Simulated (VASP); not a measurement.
Wanted: the native input for a VASP 6.6.1 run.

* Task: relaxation of cell and atoms
* Functional: PBE
* Potentials or basis: VASP PAW PBE potentials, release 64 (Pt, Se)
* Cutoff: 600 eV
* k mesh: 10 × 10 × 10
* Occupations: fermi-dirac, width 0.08 eV
* Spin: no spin polarisation
* Dipole correction: no
* Further INCAR settings: ALGO = Normal; EDIFF = 1e-07; IBRION = 2; EDIFFG = -0.005; NSW = 100; ISIF = 3

The structure of PtSe (zincblende type) lies in POSCAR:

```
PtSe
1.0
    0.0000000000      2.8896032426      2.8896032426
    2.8896032426      0.0000000000      2.8896032426
    2.8896032426      2.8896032426      0.0000000000
Pt Se
1 1
Direct
    0.0000000000      0.0000000000      0.0000000000
    0.2500000000      0.2500000000      0.2500000000
```

These files were run (other wordings do the same):

INCAR

```
  PREC = Accurate
  ENCUT = 600
  EDIFF = 1E-7
  ISMEAR = -1
  SIGMA = 0.08
  LREAL = False
  LASPH = True
  NELM = 100
  ALGO = Normal
  ISIF = 3
  LWAVE = False
  LCHARG = False
  GGA = PE
  IBRION = 2
  NSW = 100
  EDIFFG = -0.005
```

KPOINTS

```
regular mesh
0
Gamma
  10 10 10
```

Potentials or basis: VASP PAW PBE potentials, release 64 (Pt, Se).

The run is started by

```bash
$ cat potpaw_PBE.64/Pt/POTCAR potpaw_PBE.64/Se/POTCAR > POTCAR
$ mpirun -np 1 vasp_std > vasp.out
```

It gave:

| Quantity | Value |
| --- | --- |
| Relaxed volume | 23.13 Å³/atom |
| Relaxed cell | a = 4.030 Å, b = 4.030 Å, c = 4.030 Å, α = 60.00°, β = 60.00°, γ = 60.00° |
| Space group after relaxing (to 0.05 Å) | F-43m (No. 216) |
| Energy gained by relaxing | 11.9 meV/atom |
| Ionic steps | 3 |
| Pressure after relaxing | 0.0 GPa |
| Band gap on the k mesh | zero (band 8 reaches 7.36 eV, above the bottom of band 9 at 3.78 eV) |

Caveat: spin-orbit coupling is left out, which moves the levels of the heavy elements.

Wall time 76 s on 1 thread of Intel(R) Xeon(R) Platinum 8375C CPU @ 2.90GHz (Ice Lake), on a shared host, peak memory 0.23 GiB.
